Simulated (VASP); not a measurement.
# Nd2Y2Cl (P-3m1) in VASP: further runs

Runs on Nd2Y2Cl. Level: PBE. Tasks: single point.

All numbers are computed with VASP 6.6.1; they aren't measurements. Logs are shortened: lines on timing, memory, paths and dates and some standing lists are left out, and cuts for length are marked.

## 1. The cell of the first run

It takes space group P-3m1 (No. 164, trigonal). Conventional cell: a = 3.749 Å, b = 3.749 Å, c = 13.169 Å, α = 90.00°, β = 90.00°, γ = 120.00°. Nd (site symmetry 3m) has 3 Cl at 3.14 Å and 3 Y at 3.59 Å and 6 Nd at 3.75 Å within 4.1 Å. Within 4.7 Å of Y (site symmetry 3m) lie 3 Nd at 3.59 Å and 9 Y at 3.61 to 3.75 Å. Within 4.1 Å of Cl (site symmetry -3m) lie 6 Nd at 3.14 Å and 6 Cl at 3.75 Å.

## 2. Single point, PBE (32.06 Å³/atom)

Input file INCAR:

```
ALGO = Normal
EDIFF = 1E-6
ENCUT = 500
GGA = PE
GGA_COMPAT = F
ISIF = 2
ISMEAR = 0
LASPH = T
LCHARG = F
LMAXMIX = 6
LREAL = F
LWAVE = F
NBANDS = 34
NELM = 200
PREC = Accurate
SIGMA = 0.1
```

Input file KPOINTS:

```
k-points
0
Gamma
  12 12 4
```

Input file POSCAR:

```
Nd2Y2Cl
1.0
    3.7494141055      0.0000000000      0.0000000000
   -1.8747070527      3.2470878647      0.0000000000
    0.0000000000      0.0000000000     13.1686947413
Nd Y Cl
2 2 1
Direct
    0.3333333333      0.6666666667      0.8270257279
    0.6666666667      0.3333333333      0.1729742721
    0.3333333333      0.6666666667      0.3902959516
    0.6666666667      0.3333333333      0.6097040484
    0.0000000000      0.0000000000      0.0000000000
```

Potentials or basis: VASP PAW PBE potentials, release 64 (Nd_3, Y_sv, Cl), 4f in core.

Started as:

```
$ cat potpaw_PBE.64/Nd_3/POTCAR potpaw_PBE.64/Y_sv/POTCAR potpaw_PBE.64/Cl/POTCAR > POTCAR
$ mpirun -np 1 vasp_std > vasp.out
```

OUTCAR:

```text
EDIFF = 1E-6
   ENCUT = 500
   GGA = PE
   ISIF = 2
   ISMEAR = 0
   LASPH = T
   LREAL = F
   NELM = 200
   PREC = Accurate

 ion  position               nearest neighbor table
   1  0.333  0.667  0.827-   5 3.14   5 3.14   5 3.14   4 3.59   4 3.59   4 3.59
   2  0.667  0.333  0.173-   5 3.14   5 3.14   5 3.14   3 3.59   3 3.59   3 3.59
   3  0.333  0.667  0.390-   2 3.59   2 3.59   2 3.59   4 3.61   4 3.61   4 3.61
   4  0.667  0.333  0.610-   1 3.59   1 3.59   1 3.59   3 3.61   3 3.61   3 3.61
   5  0.000  0.000  0.000-   1 3.14   2 3.14   2 3.14   1 3.14   2 3.14   1 3.14

  LATTYP: Found a hexagonal cell.
 ALAT       =     3.7494141055
 C/A-ratio  =     3.5122006721

  Lattice vectors:

 A1 = (   3.7494141055,   0.0000000000,   0.0000000000)
 A2 = (  -1.8747070527,   3.2470878647,   0.0000000000)
 A3 = (   0.0000000000,   0.0000000000,  13.1686947413)

Analysis of symmetry for initial positions (statically):
=====================================================================
 Subroutine PRICEL returns:
 Original cell was already a primitive cell.

 Routine SETGRP: Setting up the symmetry group for a
 hexagonal supercell.

 Subroutine GETGRP returns: Found 12 space group operations
 (whereof 12 operations were pure point group operations)
 out of a pool of 24 trial point group operations.

The static configuration has the point symmetry D_3d.

Analysis of symmetry for dynamics (positions and initial velocities):
=====================================================================
 Subroutine PRICEL returns:
 Original cell was already a primitive cell.

 Routine SETGRP: Setting up the symmetry group for a
 hexagonal supercell.

 Subroutine GETGRP returns: Found 12 space group operations
 (whereof 12 operations were pure point group operations)
 out of a pool of 24 trial point group operations.

The dynamic configuration has the point symmetry D_3d.

 Subroutine INISYM returns: Found 12 space group operations
 (whereof 12 operations are pure point group operations),
 and found     1 'primitive' translations

----------------------------------------------------------------------------------------

                                     Primitive cell

  volume of cell :     160.3246

  direct lattice vectors                    reciprocal lattice vectors
     3.749414106  0.000000000  0.000000000     0.266708337  0.153984130  0.000000000
    -1.874707053  3.247087865  0.000000000     0.000000000  0.307968260  0.000000000
     0.000000000  0.000000000 13.168694741     0.000000000  0.000000000  0.075937670

  length of vectors
     3.749414106  3.749414106 13.168694741     0.307968260  0.307968260  0.075937670

  position of ions in fractional coordinates (direct lattice)
     0.333333333  0.666666667  0.827025728
     0.666666667  0.333333333  0.172974272
     0.333333333  0.666666667  0.390295952
     0.666666667  0.333333333  0.609704048
     0.000000000  0.000000000  0.000000000

  ion indices of the primitive-cell ions
   primitive index   ion index
                 1           1
                 2           2
                 3           3
                 4           4
                 5           5

----------------------------------------------------------------------------------------

 KPOINTS: k-points

Automatic generation of k-mesh.
 Grid dimensions read from file:
 generate k-points for:   12   12    4

 Generating k-lattice:

  Cartesian coordinates                     Fractional coordinates (reciprocal lattice)
     0.022225695  0.012832011  0.000000000     0.083333333  0.000000000  0.000000000
     0.000000000  0.025664022  0.000000000     0.000000000  0.083333333  0.000000000
     0.000000000  0.000000000  0.018984418     0.000000000  0.000000000  0.250000000

  Length of vectors
     0.025664022  0.025664022  0.018984418

  Shift w.r.t. Gamma in fractional coordinates (k-lattice)
     0.000000000  0.000000000  0.000000000

 Subroutine IBZKPT returns following result:
 ===========================================

 Found     69 irreducible k-points:

 Following reciprocal coordinates:
            Coordinates               Weight
  0.000000  0.000000  0.000000      1.000000
  0.083333  0.000000  0.000000      6.000000
  0.166667  0.000000  0.000000      6.000000
  0.250000  0.000000  0.000000      6.000000
  0.333333 -0.000000  0.000000      6.000000
  0.416667 -0.000000  0.000000      6.000000
[... 16 lines left out ...]
  0.166667  0.000000  0.250000      6.000000
  0.000000  0.166667  0.250000      6.000000
 [... further k-points ...]
   k-points           NKPTS =     69   k-points in BZ     NKDIM =     69   number of bands    NBANDS=     34
   number of dos      NEDOS =    301   number of ions     NIONS =      5
   total plane-waves  NPLWV =  75264
   dimension x,y,z NGX =    28 NGY =   28 NGZ =   96
   dimension x,y,z NGXF=    56 NGYF=   56 NGZF=  192
   ions per type =               2   2   1
   NGX,Y,Z   is equivalent  to a cutoff of  12.41, 12.41, 12.12 a.u.
   NGXF,Y,Z  is equivalent  to a cutoff of  24.83, 24.83, 24.24 a.u.
 SYSTEM =  unknown system
   PREC   = accura    normal or accurate (medium, high low for compatibility)
   ISTART =      0    job   : 0-new  1-cont  2-samecut
   ICHARG =      2    charge: 1-file 2-atom 10-const
   ISPIN  =      1    spin polarized calculation?
   LNONCOLLINEAR =      F non collinear calculations
   LSORBIT =      F    spin-orbit coupling
   LASPH  =      T    aspherical Exc in radial PAW
   ENCUT  =  500.0 eV  36.75 Ry    6.06 a.u.   6.84  6.84 24.01*2*pi/ulx,y,z
   NELM   =    200;   NELMIN=  2; NELMDL= -5     # of ELM steps
   EDIFF  = 0.1E-05   stopping-criterion for ELM
   LREAL  =      F    real-space projection
   EDIFFG = 0.1E-04   stopping-criterion for IOM
   NSW    =      0    number of steps for IOM
   IBRION =     -1    ionic relax: 0-MD 1-quasi-New 2-CG
   NFREE  =      0    steps in history (QN), initial steepest desc. (CG)
   ISIF   =      2    stress and relaxation
   ISYM   =      2    0-nonsym 1-usesym 2-fastsym
   POTIM  = 0.5000    time-step for ionic-motion
   TEBEG  =    0.0;   TEEND  =   0.0 temperature during run
   PSTRESS=    0.0 pullay stress
   NELECT =      51.0000    total number of electrons
   NUPDOWN=      -1.0000    fix difference up-down
   EMIN   =  10.00;   EMAX   =-10.00  energy-range for DOS
   EFERMI =   0.00;   METHOD = LEGACY
   ISMEAR =     0;   SIGMA  =   0.10  broadening in eV -4-tet -1-fermi 0-gaus
   EFERMI_NEDOS =   21; number of points for ismear=-14 and -15
   IALGO  =     38    algorithm
   IMIX   =      4    mixing-type and parameters
     AMIX     =   0.40;   BMIX     =  1.00
     AMIX_MAG =   1.60;   BMIX_MAG =  1.00
  volume/ion in A,a.u.               =      32.06       216.38
  Fermi-wavevector in a.u.,A,eV,Ry     =   1.117545  2.111853 16.992394  1.248906
  Thomas-Fermi vector in A             =   2.254168
   LORBIT       =      0    0 simple, 1 ext, 2 COOP (PROOUT), +10 PAW based schemes
   GGA     = PE    functional components
   LHFCALC =     F    Hartree Fock is set to
   AEXX    =    0.0000 exact exchange contribution
   IVDW    =     0    specifies the selected vdW correction
   LEPSILON=     F    determine dielectric tensor
   LRPA    =     F    only Hartree local field effects (RPA)
 non-spin polarized calculation
 Gauss-broadening in eV      SIGMA  =   0.10
  energy-cutoff  :      500.00
  volume of cell :      160.32
 maximum number of plane-waves:      4100
   NGX = 13   NGY = 13   NGZ = 49

 number of electron      50.9999998 magnetization

 Free energy of the ion-electron system (eV)
  ---------------------------------------------------
  ext. energy  EPLUGINS =         0.00000000
  ---------------------------------------------------
  free energy    TOTEN  =       -26.82614330 eV

  energy without entropy =      -26.77405631  energy(sigma->0) =      -26.80009981

 E-fermi :   3.6298     XC(G=0):  -9.4102

 val. band max:        3.6293593251   @ k =   0.1667   0.0833   0.2500
 cond. band min:       3.6320994910   @ k =  -0.0833   0.2500   0.2500
 fundamental gap:      0.0027401659
 Fermi energy:         3.6298374637

 k-point     1 :       0.0000    0.0000    0.0000
  band No.  band energies     occupation
      1     -39.1425      2.00000
      2     -39.1133      2.00000
      3     -34.7359      2.00000
      4     -34.7346      2.00000
      5     -19.2613      2.00000
      6     -19.0154      2.00000
[... 26 lines left out ...]
     33       5.2722      0.00000
     34       5.5203      0.00000

 k-point     2 :       0.0833    0.0000    0.0000
  band No.  band energies     occupation
      1     -39.1405      2.00000
      2     -39.1121      2.00000
      3     -34.7318      2.00000
      4     -34.7305      2.00000
      5     -19.2557      2.00000
      6     -19.0277      2.00000
[... 26 lines left out ...]
     33       5.4557      0.00000
     34       5.4975      0.00000

 k-point     3 :       0.1667    0.0000    0.0000
  band No.  band energies     occupation
      1     -39.1348      2.00000
      2     -39.1091      2.00000
      3     -34.7204      2.00000
      4     -34.7192      2.00000
      5     -19.2409      2.00000
      6     -19.0708      2.00000
[... 26 lines left out ...]
     33       5.4891      0.00000
     34       5.5846      0.00000
[... 704 lines left out ...]
 k-point    23 :       0.1667    0.0000    0.2500
  band No.  band energies     occupation
      1     -39.1348      2.00000
      2     -39.1091      2.00000
      3     -34.7204      2.00000
      4     -34.7193      2.00000
      5     -19.2409      2.00000
      6     -19.0709      2.00000
[... 26 lines left out ...]
     33       5.5610      0.00000
     34       5.5852      0.00000

 k-point    24 :       0.0000    0.1667    0.2500
  band No.  band energies     occupation
      1     -39.1348      2.00000
      2     -39.1091      2.00000
      3     -34.7204      2.00000
      4     -34.7193      2.00000
      5     -19.2409      2.00000
      6     -19.0709      2.00000
[... 26 lines left out ...]
     33       5.3957      0.00000
     34       5.6359      0.00000

 [... further k-points ...]

------------------------ aborting loop because EDIFF is reached ----------------------------------------

  FORCE on cell =-STRESS in cart. coord.  units (eV):
  Direction    XX          YY          ZZ          XY          YZ          ZX
  --------------------------------------------------------------------------------------
  -------------------------------------------------------------------------------------
  Total       -1.0409296     -1.0409296     -1.0702071     -0.0000000      0.0000000      0.0000000
  in kB      -10.4023567    -10.4023567    -10.6949373     -0.0000000      0.0000000      0.0000000
  external PRESSURE =     -10.4998836 kB  Pullay stress =       0.0000000 kB

 VOLUME and BASIS-vectors are now :
 -----------------------------------------------------------------------------
  energy-cutoff  :      500.00
  volume of cell :      160.32
      direct lattice vectors                 reciprocal lattice vectors
     3.749414106  0.000000000  0.000000000     0.266708337  0.153984130  0.000000000
    -1.874707053  3.247087865  0.000000000     0.000000000  0.307968260  0.000000000
     0.000000000  0.000000000 13.168694741     0.000000000  0.000000000  0.075937670

 POSITION                                       TOTAL-FORCE (eV/Angst)
 -----------------------------------------------------------------------------------
     -0.00000      2.16473     10.89085         0.000000     -0.000000      0.018279
      1.87471      1.08236      2.27785        -0.000000      0.000000     -0.018279
     -0.00000      2.16473      5.13969         0.000000      0.000000      0.028086
      1.87471      1.08236      8.02901        -0.000000     -0.000000     -0.028086
      0.00000      0.00000      0.00000        -0.000000      0.000000      0.000000
 -----------------------------------------------------------------------------------
    total drift:                               -0.000000      0.000000     -0.000000

  FREE ENERGIE OF THE ION-ELECTRON SYSTEM (eV)
  ---------------------------------------------------
  free  energy   TOTEN  =       -26.8261433014 eV

  energy  without entropy=      -26.7740563092  energy(sigma->0) =      -26.80009981
```

Run time: 3.3 min. Hardware: 1 thread of Intel Xeon 6975P-C (Granite Rapids), shared host; peak memory 0.5 GiB.

What came out:

* Free energy: -26.8261 eV
* Pressure: -1.0 GPa
* Largest force: 0.028 eV/Å
* Band gap on the k mesh: zero (an odd number of electrons rules out a gap without spin polarisation)

Forces in eV/Å, atoms in the order of the input:
```
Nd   0.000  0.000  0.018
Nd   0.000  0.000 -0.018
Y    0.000  0.000  0.028
Y    0.000  0.000 -0.028
Cl   0.000  0.000  0.000
```

Caveat: spin-orbit coupling is left out, which moves the levels of the heavy elements; the 4f electrons are frozen in the core, so they carry no moment and show no levels; an odd number of electrons without spin polarisation forces a metal; a magnetic or distorted state may lie lower; the run has no spin polarisation, though such a crystal can be magnetic. With open d or f shells a metallic result of PBE can be an artefact of self-interaction; +U or a hybrid may open a gap.

## 3. Single point, PBE

This run uses another cell than the first one, of 31.07 Å³/atom.

Input file INCAR:

```
  PREC = Accurate
  ENCUT = 500
  EDIFF = 1E-6
  ISMEAR = 0
  SIGMA = 0.2
  LREAL = False
  LASPH = True
  NELM = 200
  ALGO = Normal
  ISIF = 2
  LWAVE = False
  LCHARG = False
  GGA = PE
  NBANDS = 34
  GGA_COMPAT = False
  LMAXMIX = 6
```

Input file KPOINTS:

```
Automatic mesh
0
Gamma
  5 5 2
```

Input file POSCAR:

```
Nd2Y2Cl
1.0
    3.7376160192     -0.0000000028      0.0000000000
   -1.8688080072      3.2368704236      0.0000000000
    0.0000000000      0.0000000000     12.8400682569
Nd Y Cl
2 2 1
Direct
    0.3333333333      0.6666666667      0.3274882755
    0.6666666667      0.3333333333      0.6725117245
    0.3333333333      0.6666666667      0.8902815608
    0.6666666667      0.3333333333      0.1097184392
    0.0000000000      0.0000000000      0.5000000000
```

Potentials or basis: VASP PAW PBE potentials, release 64 (Nd_3, Y_sv, Cl), 4f in core.

Started as:

```
$ cat potpaw_PBE.64/Nd_3/POTCAR potpaw_PBE.64/Y_sv/POTCAR potpaw_PBE.64/Cl/POTCAR > POTCAR
$ mpirun -np 1 vasp_std > vasp.out
```

OUTCAR:

```text
PREC = Accurate
   ENCUT = 500
   EDIFF = 1E-6
   ISMEAR = 0
   LREAL = False
   LASPH = True
   NELM = 200
   ISIF = 2
   GGA = PE

 ion  position               nearest neighbor table
   1  0.333  0.667  0.327-   5 3.09   5 3.09   5 3.09   4 3.53   4 3.53   4 3.53
   2  0.667  0.333  0.673-   5 3.09   5 3.09   5 3.09   3 3.53   3 3.53   3 3.53
   3  0.333  0.667  0.890-   2 3.53   2 3.53   2 3.53   4 3.55   4 3.55   4 3.55
   4  0.667  0.333  0.110-   1 3.53   1 3.53   1 3.53   3 3.55   3 3.55   3 3.55
   5  0.000  0.000  0.500-   1 3.09   2 3.09   1 3.09   2 3.09   2 3.09   1 3.09

  LATTYP: Found a hexagonal cell.
[... 557 lines left out ...]
  -------------------------------------------------------------------------------------
  Total        0.1782130      0.1782130      0.4362574     -0.0000000     -0.0000000     -0.0000000
  in kB        1.8380730      1.8380730      4.4995188     -0.0000000     -0.0000000     -0.0000000
  external PRESSURE =       2.7252216 kB  Pullay stress =       0.0000000 kB

 VOLUME and BASIS-vectors are now :
 -----------------------------------------------------------------------------
  energy-cutoff  :      500.00
  volume of cell :      155.34
      direct lattice vectors                 reciprocal lattice vectors
     3.737616019 -0.000000003  0.000000000     0.267550223  0.154470193  0.000000000
    -1.868808007  3.236870424  0.000000000     0.000000000  0.308940387  0.000000000
     0.000000000  0.000000000 12.840068257     0.000000000  0.000000000  0.077881206

 POSITION                                       TOTAL-FORCE (eV/Angst)
 -----------------------------------------------------------------------------------
      0.00000      2.15791      4.20497        -0.000000     -0.000000      0.051034
      1.86881      1.07896      8.63510        -0.000000      0.000000     -0.051034
      0.00000      2.15791     11.43128        -0.000000      0.000000      0.079145
      1.86881      1.07896      1.40879         0.000000     -0.000000     -0.079145
      0.00000      0.00000      6.42003        -0.000000      0.000000      0.000000
 -----------------------------------------------------------------------------------
    total drift:                                0.000000     -0.000000      0.000000

  FREE ENERGIE OF THE ION-ELECTRON SYSTEM (eV)
  ---------------------------------------------------
  free  energy   TOTEN  =       -26.8756415066 eV

  energy  without entropy=      -26.7059947439  energy(sigma->0) =      -26.79081813
```

OSZICAR:

```text
N       E                     dE             d eps       ncg     rms          rms(c)
DAV:   1     0.365846584418E+03    0.36585E+03   -0.23644E+04   680   0.135E+03
DAV:   2     0.518100406211E+01   -0.36067E+03   -0.34989E+03   772   0.350E+02
DAV:   3    -0.261495986610E+02   -0.31331E+02   -0.30782E+02  1086   0.723E+01
DAV:   4    -0.281959691039E+02   -0.20464E+01   -0.20351E+01  1024   0.173E+01
DAV:   5    -0.282695251492E+02   -0.73556E-01   -0.73522E-01  1006   0.301E+00    0.292E+01
DAV:   6    -0.278306449619E+02    0.43888E+00   -0.92618E+00   848   0.762E+00    0.306E+01
DAV:   7    -0.271638327409E+02    0.66681E+00   -0.13444E+00   938   0.314E+00    0.242E+01
DAV:   8    -0.268854300195E+02    0.27840E+00   -0.18951E+00   876   0.560E+00    0.563E+00
DAV:   9    -0.268741813073E+02    0.11249E-01   -0.18888E-01   868   0.175E+00    0.796E-01
DAV:  10    -0.268750609681E+02   -0.87966E-03   -0.11528E-02   944   0.532E-01    0.356E-01
DAV:  11    -0.268757056674E+02   -0.64470E-03   -0.38338E-03   960   0.272E-01    0.290E-01
DAV:  12    -0.268756590153E+02    0.46652E-04   -0.12063E-03   990   0.102E-01    0.830E-02
DAV:  13    -0.268756398726E+02    0.19143E-04   -0.99181E-05   888   0.403E-02    0.224E-02
DAV:  14    -0.268756423586E+02   -0.24860E-05   -0.14548E-05   846   0.187E-02    0.201E-02
DAV:  15    -0.268756415066E+02    0.85199E-06   -0.24216E-06   632   0.529E-03
   1 F= -.26875642E+02 E0= -.26790818E+02  d E =-.169647E+00
```

stdout:

```text
POSCAR found type information on POSCAR NdY Cl
 POSCAR found :  3 types and       5 ions
 scaLAPACK will be used
 LDA part: xc-table for (Slater+PW92), standard interpolation
 POSCAR, INCAR and KPOINTS ok, starting setup
 FFT: planning ... GRIDC
 FFT: planning ... GRID_SOFT
 FFT: planning ... GRID
 WAVECAR not read
 entering main loop
```

Run time: 36 s. Hardware: 1 thread of Intel Xeon 6975P-C (Granite Rapids), shared host; peak memory 0.28 GiB.

Results:

```
Free energy            : -26.8756 eV
Pressure               : 0.3 GPa
Largest force          : 0.079 eV/Å
Band gap on the k mesh : zero (an odd number of electrons rules out a gap without spin polarisation)
```

Forces on the atoms (eV/Å):
```
Nd   0.000  0.000  0.051
Nd   0.000  0.000 -0.051
Y    0.000  0.000  0.079
Y    0.000  0.000 -0.079
Cl   0.000  0.000  0.000
```

Stress tensor (GPa, compression positive):
```
0.18 0.00 0.00
0.00 0.18 0.00
0.00 0.00 0.45
```

Levels at points of the mesh, in eV from the Fermi level:
| k point | band 23 | band 24 | band 25 | band 26 | band 27 | band 28 | band 29 | band 30 |
| --- | --- | --- | --- | --- | --- | --- | --- | --- |
| (0.00, 0.00, 0.00) | -2.13 | -1.38 | 0.49 | 1.09 | 1.09 | 1.28 | 1.51 | 1.51 |
| (0.00, 0.00, 0.50) | -1.85 | -1.38 | 0.78 | 0.89 | 1.17 | 1.17 | 1.40 | 1.40 |

Caveat: the k points lie up to 0.39 Å⁻¹ apart, too coarse for converged energies and pressures of a metal; spin-orbit coupling is left out, which moves the levels of the heavy elements; the 4f electrons are frozen in the core, so they carry no moment and show no levels; an odd number of electrons without spin polarisation forces a metal; a magnetic or distorted state may lie lower; the run has no spin polarisation, though such a crystal can be magnetic. Spin polarisation is off, so any magnetic state and its effect on volume and gap are missing.

[end of part 1 of 2]
